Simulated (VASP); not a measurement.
# Na (Pm-3m) in VASP: notebook

The runs below take Na through single point, with PBE.

Program: VASP 6.6.1. These are calculated values, not measurements. Logs are shortened: lines on timing, memory, paths and dates and some standing lists are left out, and cuts for length are marked.

**1. The cell of the first run**

Symmetry: Pm-3m, No. 221, cubic system. Conventional cell: a = 3.360 Å, b = 3.360 Å, c = 3.360 Å, α = 90.00°, β = 90.00°, γ = 90.00°. Within 4.4 Å of Na (site symmetry m-3m) lie 6 Na at 3.36 Å.

**2. Single point, PBE (volume scaled by 0.95)**

File INCAR:

```
PREC     = Accurate       # precision mode
ENCUT    = 520            # plane-wave cutoff, eV
EDIFF    = 1E-6           # SCF threshold, eV
ISMEAR   = -1             # smearing method
SIGMA    = 0.05           # smearing width, eV
LREAL    = F              # projectors in reciprocal space
LASPH    = T              # aspherical terms in the spheres
NELM     = 100            # most SCF steps
ALGO     = Normal         # electronic algorithm
ISIF     = 2              # what is computed and relaxed
LWAVE    = F              # write WAVECAR
LCHARG   = F              # write CHGCAR
GGA      = PE             # functional
NBANDS   = 10             # bands
```

File KPOINTS:

```
regular mesh
0
Gamma
  12 12 12
```

File POSCAR:

```
Na
1.0
    3.3598852002      0.0000000000      0.0000000000
    0.0000000000      3.3598852002      0.0000000000
    0.0000000000      0.0000000000      3.3598852002
Na
1
Direct
    0.0000000000      0.0000000000      0.0000000000
```

Potentials or basis: VASP PAW PBE potentials, release 64 (Na_pv).

Started as:

```sh
cat potpaw_PBE.64/Na_pv/POTCAR > POTCAR
mpirun -np 1 vasp_std > vasp.out
```

OUTCAR:

```text
PREC = Accurate
   ENCUT = 520
   EDIFF = 1E-6
   ISMEAR = -1
   LREAL = F
   LASPH = T
   NELM = 100
   ISIF = 2
   GGA = PE

 ion  position               nearest neighbor table
   1  0.000  0.000  0.000-

  LATTYP: Found a simple cubic cell.
 ALAT       =     3.3598852002

  Lattice vectors:

 A1 = (   3.3598852002,   0.0000000000,   0.0000000000)
 A2 = (   0.0000000000,   3.3598852002,   0.0000000000)
 A3 = (   0.0000000000,   0.0000000000,   3.3598852002)

Analysis of symmetry for initial positions (statically):
=====================================================================
 Subroutine PRICEL returns:
 Original cell was already a primitive cell.

 Routine SETGRP: Setting up the symmetry group for a
 simple cubic supercell.

 Subroutine GETGRP returns: Found 48 space group operations
 (whereof 48 operations were pure point group operations)
 out of a pool of 48 trial point group operations.

The static configuration has the point symmetry O_h .

Analysis of symmetry for dynamics (positions and initial velocities):
=====================================================================
 Subroutine PRICEL returns:
 Original cell was already a primitive cell.

 Routine SETGRP: Setting up the symmetry group for a
 simple cubic supercell.

 Subroutine GETGRP returns: Found 48 space group operations
 (whereof 48 operations were pure point group operations)
 out of a pool of 48 trial point group operations.

The dynamic configuration has the point symmetry O_h .

 Subroutine INISYM returns: Found 48 space group operations
 (whereof 48 operations are pure point group operations),
 and found     1 'primitive' translations

----------------------------------------------------------------------------------------

                                     Primitive cell

  volume of cell :      37.9292

  direct lattice vectors                    reciprocal lattice vectors
     3.359885200  0.000000000  0.000000000     0.297629217  0.000000000  0.000000000
     0.000000000  3.359885200  0.000000000     0.000000000  0.297629217  0.000000000
     0.000000000  0.000000000  3.359885200     0.000000000  0.000000000  0.297629217

  length of vectors
     3.359885200  3.359885200  3.359885200     0.297629217  0.297629217  0.297629217

  position of ions in fractional coordinates (direct lattice)
     0.000000000  0.000000000  0.000000000

  ion indices of the primitive-cell ions
   primitive index   ion index
                 1           1

----------------------------------------------------------------------------------------

 KPOINTS: regular mesh

Automatic generation of k-mesh.
 Grid dimensions read from file:
 generate k-points for:   12   12   12

 Generating k-lattice:

  Cartesian coordinates                     Fractional coordinates (reciprocal lattice)
     0.024802435  0.000000000  0.000000000     0.083333333  0.000000000  0.000000000
     0.000000000  0.024802435  0.000000000     0.000000000  0.083333333  0.000000000
     0.000000000  0.000000000  0.024802435     0.000000000  0.000000000  0.083333333

  Length of vectors
     0.024802435  0.024802435  0.024802435

  Shift w.r.t. Gamma in fractional coordinates (k-lattice)
     0.000000000  0.000000000  0.000000000

 Subroutine IBZKPT returns following result:
 ===========================================

 Found     84 irreducible k-points:

 Following reciprocal coordinates:
            Coordinates               Weight
  0.000000  0.000000  0.000000      1.000000
  0.083333  0.000000  0.000000      6.000000
  0.166667  0.000000  0.000000      6.000000
  0.250000  0.000000  0.000000      6.000000
  0.333333  0.000000  0.000000      6.000000
  0.416667  0.000000  0.000000      6.000000
[... 16 lines left out ...]
  0.333333  0.333333  0.000000     12.000000
  0.416667  0.333333  0.000000     24.000000
 [... further k-points ...]
   k-points           NKPTS =     84   k-points in BZ     NKDIM =     84   number of bands    NBANDS=     10
   number of dos      NEDOS =    301   number of ions     NIONS =      1
   total plane-waves  NPLWV =  21952
   dimension x,y,z NGX =    28 NGY =   28 NGZ =   28
   dimension x,y,z NGXF=    56 NGYF=   56 NGZF=   56
   ions per type =               1
   NGX,Y,Z   is equivalent  to a cutoff of  13.85, 13.85, 13.85 a.u.
   NGXF,Y,Z  is equivalent  to a cutoff of  27.71, 27.71, 27.71 a.u.
 SYSTEM =  unknown system
   PREC   = accura    normal or accurate (medium, high low for compatibility)
   ISTART =      0    job   : 0-new  1-cont  2-samecut
   ICHARG =      2    charge: 1-file 2-atom 10-const
   ISPIN  =      1    spin polarized calculation?
   LNONCOLLINEAR =      F non collinear calculations
   LSORBIT =      F    spin-orbit coupling
   LASPH  =      T    aspherical Exc in radial PAW
   ENCUT  =  520.0 eV  38.22 Ry    6.18 a.u.   6.25  6.25  6.25*2*pi/ulx,y,z
   NELM   =    100;   NELMIN=  2; NELMDL= -5     # of ELM steps
   EDIFF  = 0.1E-05   stopping-criterion for ELM
   LREAL  =      F    real-space projection
   EDIFFG = 0.1E-04   stopping-criterion for IOM
   NSW    =      0    number of steps for IOM
   IBRION =     -1    ionic relax: 0-MD 1-quasi-New 2-CG
   NFREE  =      0    steps in history (QN), initial steepest desc. (CG)
   ISIF   =      2    stress and relaxation
   ISYM   =      2    0-nonsym 1-usesym 2-fastsym
   POTIM  = 0.5000    time-step for ionic-motion
   TEBEG  =    0.0;   TEEND  =   0.0 temperature during run
   PSTRESS=    0.0 pullay stress
   NELECT =       7.0000    total number of electrons
   NUPDOWN=      -1.0000    fix difference up-down
   EMIN   =  10.00;   EMAX   =-10.00  energy-range for DOS
   EFERMI =   0.00;   METHOD = LEGACY
   ISMEAR =    -1;   SIGMA  =   0.05  broadening in eV -4-tet -1-fermi 0-gaus
   EFERMI_NEDOS =   21; number of points for ismear=-14 and -15
   IALGO  =     38    algorithm
   IMIX   =      4    mixing-type and parameters
     AMIX     =   0.40;   BMIX     =  1.00
     AMIX_MAG =   1.60;   BMIX_MAG =  1.00
  volume/ion in A,a.u.               =      37.93       255.96
  Fermi-wavevector in a.u.,A,eV,Ry     =   0.932073  1.761362 11.820188  0.868759
  Thomas-Fermi vector in A             =   2.058632
   LORBIT       =      0    0 simple, 1 ext, 2 COOP (PROOUT), +10 PAW based schemes
   GGA     = PE    functional components
   LHFCALC =     F    Hartree Fock is set to
   AEXX    =    0.0000 exact exchange contribution
   IVDW    =     0    specifies the selected vdW correction
   LEPSILON=     F    determine dielectric tensor
   LRPA    =     F    only Hartree local field effects (RPA)
 non-spin polarized calculation
  energy-cutoff  :      520.00
  volume of cell :       37.93
 maximum number of plane-waves:      1064
 NGX is ok and might be reduce to    28
   NGX = 13   NGY = 13   NGZ = 13

 number of electron       7.0000000 magnetization

 Free energy of the ion-electron system (eV)
  ---------------------------------------------------
  ext. energy  EPLUGINS =         0.00000000
  ---------------------------------------------------
  free energy    TOTEN  =        -1.19257327 eV

  energy without entropy =       -1.18791240  energy(sigma->0) =       -1.19024283

 E-fermi :   0.2885     XC(G=0):  -6.4338

 val. band max:        0.2116933772   @ k =   0.3333   0.2500   0.2500
 cond. band min:       0.3004813019   @ k =   0.4167   0.2500   0.0833
 fundamental gap:      0.0887879247
 Fermi energy:         0.2885059977

 k-point     1 :       0.0000    0.0000    0.0000
  band No.  band energies     occupation
      1     -24.8106      2.00000
      2     -24.8106      2.00000
      3     -24.8106      2.00000
      4      -2.9543      2.00000
      5       8.6889      0.00000
      6       8.6889      0.00000
      7      10.0726      0.00000
      8      10.0726      0.00000
      9      10.0726      0.00000
     10      13.0344      0.00000

 k-point     2 :       0.0833    0.0000    0.0000
  band No.  band energies     occupation
      1     -24.8143      2.00000
      2     -24.8103      2.00000
      3     -24.8103      2.00000
      4      -2.8586      2.00000
      5       7.5744      0.00000
      6       8.7762      0.00000
      7      10.1487      0.00000
      8      10.1487      0.00000
      9      10.8279      0.00000
     10      13.6247      0.00000

 k-point     3 :       0.1667    0.0000    0.0000
  band No.  band energies     occupation
      1     -24.8242      2.00000
      2     -24.8094      2.00000
      3     -24.8094      2.00000
      4      -2.5724      2.00000
      5       5.9493      0.00000
      6       9.0362      0.00000
      7      10.3768      0.00000
      8      10.3768      0.00000
      9      11.5430      0.00000
     10      15.2114      0.00000

 k-point     4 :       0.2500    0.0000    0.0000
  band No.  band energies     occupation
      1     -24.8379      2.00000
      2     -24.8083      2.00000
      3     -24.8083      2.00000
      4      -2.0989      2.00000
      5       4.3649      0.00000
      6       9.4617      0.00000
      7      10.7564      0.00000
      8      10.7564      0.00000
      9      12.1419      0.00000
     10      16.4737      0.00000

 k-point     5 :       0.3333    0.0000    0.0000
  band No.  band energies     occupation
      1     -24.8515      2.00000
      2     -24.8071      2.00000
      3     -24.8071      2.00000
      4      -1.4427      2.00000
      5       2.8976      0.00000
      6      10.0316      0.00000
      7      11.2839      0.00000
      8      11.2839      0.00000
      9      12.7726      0.00000
     10      15.0109      0.00000

 k-point     6 :       0.4167    0.0000    0.0000
  band No.  band energies     occupation
      1     -24.8614      2.00000
      2     -24.8063      2.00000
      3     -24.8063      2.00000
      4      -0.6104      2.00000
      5       1.5741      0.00000
      6      10.6682      0.00000
      7      11.9390      0.00000
      8      11.9390      0.00000
      9      13.3789      0.00000
     10      13.8240      0.00000
[... 183 lines left out ...]
 k-point    21 :       0.4167    0.2500    0.0000
  band No.  band energies     occupation
      1     -24.8580      2.00000
      2     -24.8325      2.00000
      3     -24.8041      2.00000
      4       0.2100      1.65533
      5       2.3741      0.00000
      6       6.5971      0.00000
      7       8.6341      0.00000
      8      12.6528      0.00000
      9      13.4515      0.00000
     10      14.5748      0.00000

 k-point    22 :       0.5000    0.2500    0.0000
  band No.  band energies     occupation
      1     -24.8615      2.00000
      2     -24.8321      2.00000
      3     -24.8038      2.00000
      4       1.0761      0.00000
      5       1.3478      0.00000
      6       7.3514      0.00000
      7       7.7288      0.00000
      8      13.2360      0.00000
      9      13.8580      0.00000
     10      14.2651      0.00000

 k-point    23 :       0.3333    0.3333    0.0000
  band No.  band energies     occupation
      1     -24.8472      2.00000
      2     -24.8462      2.00000
      3     -24.8038      2.00000
      4       0.0299      1.98871
      5       3.9916      0.00000
      6       4.6809      0.00000
      7       8.4776      0.00000
      8      12.5189      0.00000
      9      13.2875      0.00000
     10      15.5680      0.00000

 k-point    24 :       0.4167    0.3333    0.0000
  band No.  band energies     occupation
      1     -24.8563      2.00000
      2     -24.8455      2.00000
      3     -24.8030      2.00000
      4       0.8399      0.00003
      5       2.9751      0.00000
      6       5.1590      0.00000
      7       7.2505      0.00000
      8      13.1898      0.00000
      9      14.0646      0.00000
     10      14.9186      0.00000

 [... further k-points ...]
[... 5 lines left out ...]
  --------------------------------------------------------------------------------------
  -------------------------------------------------------------------------------------
  Total        0.0740990      0.0740990      0.0740990     -0.0000000      0.0000000     -0.0000000
  in kB        3.1300377      3.1300377      3.1300377     -0.0000000      0.0000000     -0.0000000
  external PRESSURE =       3.1300377 kB  Pullay stress =       0.0000000 kB

 VOLUME and BASIS-vectors are now :
 -----------------------------------------------------------------------------
  energy-cutoff  :      520.00
  volume of cell :       37.93
      direct lattice vectors                 reciprocal lattice vectors
     3.359885200  0.000000000  0.000000000     0.297629217  0.000000000  0.000000000
     0.000000000  3.359885200  0.000000000     0.000000000  0.297629217  0.000000000
     0.000000000  0.000000000  3.359885200     0.000000000  0.000000000  0.297629217

 POSITION                                       TOTAL-FORCE (eV/Angst)
 -----------------------------------------------------------------------------------
      0.00000      0.00000      0.00000         0.000000      0.000000      0.000000
 -----------------------------------------------------------------------------------
    total drift:                               -0.000000     -0.000000     -0.000000

  FREE ENERGIE OF THE ION-ELECTRON SYSTEM (eV)
  ---------------------------------------------------
  free  energy   TOTEN  =        -1.1925732720 eV

  energy  without entropy=       -1.1879123956  energy(sigma->0) =       -1.19024283
```

Run time: 8 s. Hardware: 1 thread of Intel Xeon 6975P-C (Granite Rapids), shared host; peak memory 0.16 GiB.

What came out:

| Quantity | Value |
| --- | --- |
| Free energy | -1.1926 eV |
| Pressure | 0.3 GPa |

Caveat: the cell differs from its parent crystal (volume scaled by 0.95).

**3. Single point, PBE**

This run uses another cell than the first one, of 39.93 Å³/atom, 1.053 times its volume.

File INCAR:

```
SYSTEM = Na
ALGO = Normal ; EDIFF = 1E-6
ENCUT = 520 ; GGA = PE
ISIF = 2 ; ISMEAR = -1
LASPH = .True. ; LCHARG = .False.
LREAL = .False. ; LWAVE = .False.
NBANDS = 10 ; NELM = 100
PREC = Accurate ; SIGMA = 0.05
```

File KPOINTS:

```
k-points
0
Gamma
  12 12 12
  0 0 0
```

File POSCAR:

```
Na
1.0
    3.4178256416      0.0000000000      0.0000000000
    0.0000000000      3.4178256416      0.0000000000
    0.0000000000      0.0000000000      3.4178256416
Na
1
Direct
    0.0000000000      0.0000000000      0.0000000000
```

Potentials or basis: VASP PAW PBE potentials, release 64 (Na_pv).

Started as:

```sh
cat potpaw_PBE.64/Na_pv/POTCAR > POTCAR
mpirun -np 1 vasp_std > vasp.out
```

Wall time 7.6 s (1 thread of Intel Xeon 6975P-C (Granite Rapids), shared host); peak memory 0.16 GiB.

It converged, with:

```yaml
Free_energy: -1.1943 eV
Pressure: 0.0 GPa
```

Levels at points of the mesh, in eV from the Fermi level:
```csv
k point,band 1,band 2,band 3,band 4,band 5,band 6
"(0.00, 0.00, 0.00)",-25.13,-25.13,-25.13,-3.14,8.18,8.18
"(0.50, 0.00, 0.00)",-25.17,-25.12,-25.12,0.04,0.17,10.45
"(0.50, 0.50, 0.00)",-25.17,-25.17,-25.12,2.95,2.95,3.17
"(0.50, 0.50, 0.50)",-25.16,-25.16,-25.16,5.81,5.81,5.81
```

**4. Single point, PBE (volume scaled by 0.4)**

File INCAR:

```
SYSTEM = Na
  PREC = Accurate
  ENCUT = 520
  EDIFF = 1E-7
  ISMEAR = -1
  SIGMA = 0.05
  LREAL = .False.
  LASPH = .True.
  NELM = 100
  ALGO = Normal
  ISIF = 2
  LWAVE = .False.
  LCHARG = .False.
  GGA = PE
  NBANDS = 10
```

File KPOINTS:

```
Automatic mesh
0
Gamma
  12 12 12
  0 0 0
```

File POSCAR:

```
Na
1.0
    2.5182754641      0.0000000000      0.0000000000
    0.0000000000      2.5182754641      0.0000000000
    0.0000000000      0.0000000000      2.5182754641
Na
1
Direct
    0.0000000000      0.0000000000      0.0000000000
```

Started as:

```sh
cat potpaw_PBE.64/Na_pv/POTCAR > POTCAR
mpirun -np 1 vasp_std > vasp.out
```

Wall time 12 s (1 thread of Intel Xeon Platinum 8375C at 2.90GHz (Ice Lake), shared host); peak memory 0.12 GiB.

It converged, with:

```yaml
Free_energy: -0.0964 eV
Pressure: 31.1 GPa
```

Levels at points of the mesh, in eV from the Fermi level:
| k point | band 1 | band 2 | band 3 | band 4 | band 5 | band 6 | band 7 | band 8 |
| --- | --- | --- | --- | --- | --- | --- | --- | --- |
| (0.00, 0.00, 0.00) | -25.36 | -25.36 | -25.36 | -5.47 | 12.69 | 12.69 | 17.58 | 17.58 |
| (0.50, 0.00, 0.00) | -26.02 | -25.30 | -25.30 | -0.26 | 1.38 | 16.84 | 19.28 | 19.28 |
| (0.50, 0.50, 0.00) | -25.89 | -25.89 | -25.25 | 3.35 | 5.79 | 5.79 | 9.28 | 23.51 |
| (0.50, 0.50, 0.50) | -25.79 | -25.79 | -25.79 | 8.28 | 8.28 | 8.28 | 10.41 | 12.36 |

Caveat: the cell differs from its parent crystal (volume scaled by 0.4).

**5. The runs side by side**

| cell | gap on the mesh (eV) | pressure (GPa) |
| --- | --- | --- |
| a = 3.360 Å, 1 atom | none | 0.3 |
| a = 3.418 Å, 1 atom | none | 0.0 |
| a = 2.518 Å, 1 atom | none | 31.1 |

Alike in all rows: task single point; level PBE; potentials or basis VASP PAW PBE potentials, release 64 (Na_pv); no spin polarisation; k mesh 12 × 12 × 12; cutoff (eV) 520; smearing fermi-dirac 0.05 eV.

Total energies depend on the potentials used, so only differences within one code and one set of settings carry meaning.
